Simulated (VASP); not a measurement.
# In (Im-3m) in VASP: single point with r2SCAN

Aim: the single point of In with r2SCAN.

Everything below comes from runs of VASP 6.6.1. Logs are shortened: lines on timing, memory, paths and dates and some standing lists are left out, and cuts for length are marked.

### Step 1. The cell of the first run

Symmetry: Im-3m, No. 229, cubic system. Conventional cell: a = 3.500 Å, b = 3.500 Å, c = 3.500 Å, α = 90.00°, β = 90.00°, γ = 90.00°. In (site symmetry m-3m) has 14 In at 3.03 to 3.50 Å within 4.0 Å.

### Step 2. Single point, r2SCAN

File POSCAR:

```
In
1.0
   -1.7501550000      1.7501550000      1.7501550000
    1.7501550000     -1.7501550000      1.7501550000
    1.7501550000      1.7501550000     -1.7501550000
In
1
Direct
    0.0000000000      0.0000000000      0.0000000000
```

File INCAR.step1:

```
SYSTEM = In
ALGO = Normal
EDIFF = 1E-4
ENCUT = 520
GGA = PE
ISMEAR = -5
LASPH = .TRUE.
LCHARG = .FALSE.
LREAL = .FALSE.
LWAVE = .TRUE.
NBANDS = 12
NELM = 80
PREC = Accurate
SIGMA = 0.1
```

File INCAR.step2:

```
SYSTEM = In
ALGO = Normal
EDIFF = 1E-6
ENCUT = 520
ISIF = 2
ISMEAR = -5
ISTART = 1
LASPH = .TRUE.
LCHARG = .TRUE.
LELF = .TRUE.
LMIXTAU = .TRUE.
LREAL = .FALSE.
LVHAR = .TRUE.
LWAVE = .FALSE.
METAGGA = R2SCAN
NBANDS = 12
NELM = 80
PREC = Accurate
SIGMA = 0.1
```

File KPOINTS:

```
k-points
0
G
  10 10 10
  0 0 0
```

Potentials or basis: VASP PAW PBE potentials, release 64 (In_d).

Launch:

```bash
$ cat potpaw_PBE.64/In_d/POTCAR > POTCAR
$ cp INCAR.step1 INCAR
$ mpirun -np 1 vasp_std > vasp.out
$ cp INCAR.step2 INCAR
$ mpirun -np 1 vasp_std > vasp.out
```

OUTCAR:

```text
SYSTEM = In
   EDIFF = 1E-6
   ENCUT = 520
   ISIF = 2
   ISMEAR = -5
   ISTART = 1
   LASPH = .TRUE.
   LREAL = .FALSE.
   METAGGA = R2SCAN
   NELM = 80
   PREC = Accurate

 ion  position               nearest neighbor table
   1  0.000  0.000  0.000-

  LATTYP: Found a body centered cubic cell.
 ALAT       =     3.5003100000

  Lattice vectors:

 A1 = (  -1.7501550000,   1.7501550000,   1.7501550000)
 A2 = (   1.7501550000,  -1.7501550000,   1.7501550000)
 A3 = (   1.7501550000,   1.7501550000,  -1.7501550000)

Analysis of symmetry for initial positions (statically):
=====================================================================
 Subroutine PRICEL returns:
 Original cell was already a primitive cell.

 Routine SETGRP: Setting up the symmetry group for a
 body centered cubic supercell.

 Subroutine GETGRP returns: Found 48 space group operations
 (whereof 48 operations were pure point group operations)
 out of a pool of 48 trial point group operations.

The static configuration has the point symmetry O_h .

Analysis of symmetry for dynamics (positions and initial velocities):
=====================================================================
 Subroutine PRICEL returns:
 Original cell was already a primitive cell.

 Routine SETGRP: Setting up the symmetry group for a
 body centered cubic supercell.

 Subroutine GETGRP returns: Found 48 space group operations
 (whereof 48 operations were pure point group operations)
 out of a pool of 48 trial point group operations.

The dynamic configuration has the point symmetry O_h .

 Subroutine INISYM returns: Found 48 space group operations
 (whereof 48 operations are pure point group operations),
 and found     1 'primitive' translations

----------------------------------------------------------------------------------------

                                     Primitive cell

  volume of cell :      21.4432

  direct lattice vectors                    reciprocal lattice vectors
    -1.750155000  1.750155000  1.750155000     0.000000000  0.285688982  0.285688982
     1.750155000 -1.750155000  1.750155000     0.285688982  0.000000000  0.285688982
     1.750155000  1.750155000 -1.750155000     0.285688982  0.285688982  0.000000000

  length of vectors
     3.031357381  3.031357381  3.031357381     0.404025233  0.404025233  0.404025233

  position of ions in fractional coordinates (direct lattice)
     0.000000000  0.000000000  0.000000000

  ion indices of the primitive-cell ions
   primitive index   ion index
                 1           1

----------------------------------------------------------------------------------------

 KPOINTS: k-points

Automatic generation of k-mesh.
 Grid dimensions read from file:
 generate k-points for:   10   10   10

 Generating k-lattice:

  Cartesian coordinates                     Fractional coordinates (reciprocal lattice)
     0.000000000  0.028568898  0.028568898     0.100000000  0.000000000  0.000000000
     0.028568898  0.000000000  0.028568898     0.000000000  0.100000000  0.000000000
     0.028568898  0.028568898  0.000000000     0.000000000  0.000000000  0.100000000

  Length of vectors
     0.040402523  0.040402523  0.040402523

  Shift w.r.t. Gamma in fractional coordinates (k-lattice)
     0.000000000  0.000000000  0.000000000

 TETIRR: Found   1064 inequivalent tetrahedra from     6000

 Subroutine IBZKPT returns following result:
 ===========================================

 Found     47 irreducible k-points:

 Following reciprocal coordinates:
            Coordinates               Weight
  0.000000  0.000000  0.000000      1.000000
  0.100000  0.000000  0.000000     12.000000
  0.200000  0.000000  0.000000     12.000000
  0.300000  0.000000  0.000000     12.000000
  0.400000  0.000000  0.000000     12.000000
  0.500000  0.000000  0.000000      6.000000
[... 16 lines left out ...]
  0.300000  0.300000  0.100000      8.000000
 -0.300000  0.300000  0.100000     24.000000
 [... further k-points ...]
   k-points           NKPTS =     47   k-points in BZ     NKDIM =     47   number of bands    NBANDS=     12
   number of dos      NEDOS =    301   number of ions     NIONS =      1
   total plane-waves  NPLWV =  13824
   dimension x,y,z NGX =    24 NGY =   24 NGZ =   24
   dimension x,y,z NGXF=    48 NGYF=   48 NGZF=   48
   ions per type =               1
   NGX,Y,Z   is equivalent  to a cutoff of  13.16, 13.16, 13.16 a.u.
   NGXF,Y,Z  is equivalent  to a cutoff of  26.32, 26.32, 26.32 a.u.
 SYSTEM =  In
   PREC   = accura    normal or accurate (medium, high low for compatibility)
   ISTART =      1    job   : 0-new  1-cont  2-samecut
   ICHARG =      0    charge: 1-file 2-atom 10-const
   ISPIN  =      1    spin polarized calculation?
   LNONCOLLINEAR =      F non collinear calculations
   LSORBIT =      F    spin-orbit coupling
   LASPH  =      T    aspherical Exc in radial PAW
   ENCUT  =  520.0 eV  38.22 Ry    6.18 a.u.   5.64  5.64  5.64*2*pi/ulx,y,z
   NELM   =     80;   NELMIN=  2; NELMDL=  0     # of ELM steps
   EDIFF  = 0.1E-05   stopping-criterion for ELM
   LREAL  =      F    real-space projection
   EDIFFG = 0.1E-04   stopping-criterion for IOM
   NSW    =      0    number of steps for IOM
   IBRION =     -1    ionic relax: 0-MD 1-quasi-New 2-CG
   NFREE  =      0    steps in history (QN), initial steepest desc. (CG)
   ISIF   =      2    stress and relaxation
   ISYM   =      2    0-nonsym 1-usesym 2-fastsym
   POTIM  = 0.5000    time-step for ionic-motion
   TEBEG  =    0.0;   TEEND  =   0.0 temperature during run
   PSTRESS=    0.0 pullay stress
   NELECT =      13.0000    total number of electrons
   NUPDOWN=      -1.0000    fix difference up-down
   EMIN   =  10.00;   EMAX   =-10.00  energy-range for DOS
   EFERMI =   0.00;   METHOD = LEGACY
   ISMEAR =    -5;   SIGMA  =   0.10  broadening in eV -4-tet -1-fermi 0-gaus
   EFERMI_NEDOS =   21; number of points for ismear=-14 and -15
   IALGO  =     38    algorithm
   IMIX   =      4    mixing-type and parameters
     AMIX     =   0.40;   BMIX     =  1.00
     AMIX_MAG =   1.60;   BMIX_MAG =  1.00
  volume/ion in A,a.u.               =      21.44       144.71
  Fermi-wavevector in a.u.,A,eV,Ry     =   1.385562  2.618333 26.120238  1.919783
  Thomas-Fermi vector in A             =   2.509961
   LORBIT       =      0    0 simple, 1 ext, 2 COOP (PROOUT), +10 PAW based schemes
   METAGGA = R2SCAN    functional components
   LHFCALC =     F    Hartree Fock is set to
   AEXX    =    0.0000 exact exchange contribution
   IVDW    =     0    specifies the selected vdW correction
   LEPSILON=     F    determine dielectric tensor
   LRPA    =     F    only Hartree local field effects (RPA)
 non-spin polarized calculation
 Fermi weights with tetrahedron method with Bloechl corrections
  energy-cutoff  :      520.00
  volume of cell :       21.44
 maximum number of plane-waves:       603
   NGX = 11   NGY = 11   NGZ = 11

 number of electron      12.9999996 magnetization

 Free energy of the ion-electron system (eV)
  ---------------------------------------------------
  ext. energy  EPLUGINS =         0.00000000
  ---------------------------------------------------
  free energy    TOTEN  =       -22.34972303 eV

  energy without entropy =      -22.34972303  energy(sigma->0) =      -22.34972303

 E-fermi :  10.1653     XC(G=0): -12.1992

 val. band max:       10.3491587213   @ k =   0.2000   0.2000   0.2000
 cond. band min:       9.1654424622   @ k =  -0.4000  -0.4000   0.2000
 fundamental gap:     -1.1837162590
 Fermi energy:        10.1653407849

 k-point     1 :       0.0000    0.0000    0.0000
  band No.  band energies     occupation
      1      -5.5980      2.00000
      2      -5.5980      2.00000
      3      -5.5980      2.00000
      4      -5.1166      2.00000
      5      -5.1166      2.00000
      6      -1.6075      2.00000
      7      24.3023      0.00000
      8      24.3023      0.00000
      9      24.3023      0.00000
     10      24.3428      0.00000
     11      24.3428      0.00000
     12      24.3428      0.00000

 k-point     2 :       0.1000    0.0000    0.0000
  band No.  band energies     occupation
      1      -5.6184      2.00000
      2      -5.5851      2.00000
      3      -5.5282      2.00000
      4      -5.1377      2.00000
      5      -5.1169      2.00000
      6      -1.3216      2.00000
      7      21.1350      0.00000
      8      22.8596      0.00000
      9      23.0477      0.00000
     10      23.7772      0.00000
     11      23.9302      0.00000
     12      24.6585      0.00000

 k-point     3 :       0.2000    0.0000    0.0000
  band No.  band energies     occupation
      1      -5.6715      2.00000
      2      -5.5785      2.00000
      3      -5.3413      2.00000
      4      -5.1771      2.00000
      5      -5.1171      2.00000
      6      -0.4447      2.00000
      7      16.8023      0.00000
      8      20.6933      0.00000
      9      21.2096      0.00000
     10      22.9371      0.00000
     11      23.2887      0.00000
     12      25.6665      0.00000
[... 286 lines left out ...]
 k-point    23 :       0.3000    0.3000    0.1000
  band No.  band energies     occupation
      1      -5.7104      2.00000
      2      -5.3602      2.00000
      3      -5.3602      2.00000
      4      -5.1067      2.00000
      5      -5.1067      2.00000
      6       7.7794      2.00000
      7       8.7642      2.00629
      8       8.7642      1.55278
      9      14.1269      0.00000
     10      28.8583      0.00000
     11      28.8583      0.00000
     12      31.4298      0.00000

 k-point    24 :      -0.3000    0.3000    0.1000
  band No.  band energies     occupation
      1      -5.6616      2.00000
      2      -5.5815      2.00000
      3      -5.2500      2.00000
      4      -5.1450      2.00000
      5      -5.1115      2.00000
      6       1.3402      2.00000
      7      12.9625     -0.07152
      8      17.5854      0.00000
      9      18.7799      0.00000
     10      23.1024      0.00000
     11      23.8991      0.00000
     12      25.0530      0.00000

 [... further k-points ...]
[... 5 lines left out ...]
  --------------------------------------------------------------------------------------
  -------------------------------------------------------------------------------------
  Total        2.1551068      2.1551068      2.1551068      0.0000000      0.0000000     -0.0000000
  in kB      161.0237183    161.0237183    161.0237183      0.0000000      0.0000000     -0.0000000
  external PRESSURE =     161.0237183 kB  Pullay stress =       0.0000000 kB

 VOLUME and BASIS-vectors are now :
 -----------------------------------------------------------------------------
  energy-cutoff  :      520.00
  volume of cell :       21.44
      direct lattice vectors                 reciprocal lattice vectors
    -1.750155000  1.750155000  1.750155000     0.000000000  0.285688982  0.285688982
     1.750155000 -1.750155000  1.750155000     0.285688982  0.000000000  0.285688982
     1.750155000  1.750155000 -1.750155000     0.285688982  0.285688982  0.000000000

 POSITION                                       TOTAL-FORCE (eV/Angst)
 -----------------------------------------------------------------------------------
      0.00000      0.00000      0.00000         0.000000      0.000000     -0.000000
 -----------------------------------------------------------------------------------
    total drift:                               -0.000000      0.000000      0.000000

  FREE ENERGIE OF THE ION-ELECTRON SYSTEM (eV)
  ---------------------------------------------------
  free  energy   TOTEN  =       -22.3497230305 eV

  energy  without entropy=      -22.3497230305  energy(sigma->0) =      -22.34972303
```

Run time: 26 s. Hardware: 1 thread of Intel Xeon Platinum 8375C at 2.90GHz (Ice Lake), shared host; peak memory 0.14 GiB.

Results:

| Item | Value |
| --- | --- |
| Free energy | -22.3497 eV |
| Pressure | 16.1 GPa |

Caveat: the PAW data sets were made with another functional, which shifts forces and pressure a little; spin-orbit coupling is left out, which moves the levels of the heavy elements; tetrahedron occupations give inexact forces and stress in metals.
